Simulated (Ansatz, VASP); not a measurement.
C in VASP and in Ansatz

INCAR

```
PREC = Accurate ; ENCUT = 520
EDIFF = 1E-6 ; ISMEAR = 0
SIGMA = 0.01 ; LREAL = False
LASPH = True ; NELM = 60
ALGO = Normal ; ISIF = 2
LWAVE = False ; LCHARG = False
GGA = PS ; NBANDS = 16
```

File KPOINTS:

```
regular mesh
0
Gamma
  9 9 6
```

File POSCAR:

```
C
1.0
    2.4612466108      0.0000000000      0.0000000000
   -1.2306233054      2.1315020900      0.0000000000
    0.0000000000      0.0000000000      4.1625633114
C
4
Direct
    0.3333333333      0.6666666667      0.0000573175
    0.6666666667      0.3333333333      0.5000573175
    0.3333333333      0.6666666667      0.3739426825
    0.6666666667      0.3333333333      0.8739426825
```

Input for Ansatz:

```yaml
crystal:
  lattice:
    - [2.4612466108, 0.0, 0.0]
    - [-1.2306233054, 2.13150209, 0.0]
    - [0.0, 0.0, 4.1625633114]
  atoms:
    - { symbol: C, position: [0.3333333333, 0.6666666667, 5.73175e-05] }
    - { symbol: C, position: [0.6666666667, 0.3333333333, 0.5000573175] }
    - { symbol: C, position: [0.3333333333, 0.6666666667, 0.3739426825] }
    - { symbol: C, position: [0.6666666667, 0.3333333333, 0.8739426825] }
basis:
  ecutwfc: 420
kpoints:
  mp_grid: { grid: [9, 9, 6] }
  band_path:
    path:
      - [0.0, 0.0, 0.0]
      - [0.0, 0.0, 0.0]
      - [0.5, 0.0, 0.0]
      - [0.5, 0.0, 0.0]
      - [0.3333333333, 0.3333333333, 0.0]
      - [0.0, 0.0, 0.5]
      - [0.0047006348, -0.0023503174, 0.0]
      - [-0.0047006348, 0.0023503174, 0.0]
      - [0.0, 0.0, 0.0079499103]
      - [0.0, 0.0, -0.0079499103]
      - [0.0047006348, -0.0023503174, 0.0]
      - [-0.0047006348, 0.0023503174, 0.0]
      - [0.0, 0.0, 0.0079499103]
      - [0.0, 0.0, -0.0079499103]
    npoints: 1
hamiltonian:
  xc: pbesol
  pseudopotentials: { kind: paw, azcp: { folder: soft_1 } }
scf:
  occupations: { method: fixed }
  n_extra_bands: 6
output:
  forces: true
  stress: true
  eigenvalues: true
```

Alike in both runs: task single point; functional PBEsol; k mesh 9 × 9 × 6; no spin polarisation.

|  | VASP | Ansatz |
| --- | --- | --- |
| version | VASP 6.6.1 | Ansatz 0.2.0 |
| potentials or method | VASP PAW PBE potentials, release 64 (C), cutoff 520 eV | scalar-relativistic, plane waves, PAW |
| occupations | gaussian, width 0.01 eV | fixed |
| valence electrons in the cell | 16 | 16 |

```csv
,VASP,Ansatz,Ansatz less VASP
gap on the k mesh at the Fermi level (eV),2.87,2.89,+0.020
least direct gap on the mesh (eV),4.95,4.96,+0.002
pressure (GPa),15.5,14.2,-1.30
"traceless stress, the component that is largest in VASP (GPa)",-14.33,-14.16,+0.166
rms of the force components (eV/Å),0.007,0.000,-0.0068
```

VASP's potentials were made for PBE, not for PBEsol, and Ansatz warns of the same on its side. Atom by atom the forces differ by 0.007 eV/Å (rms over components).
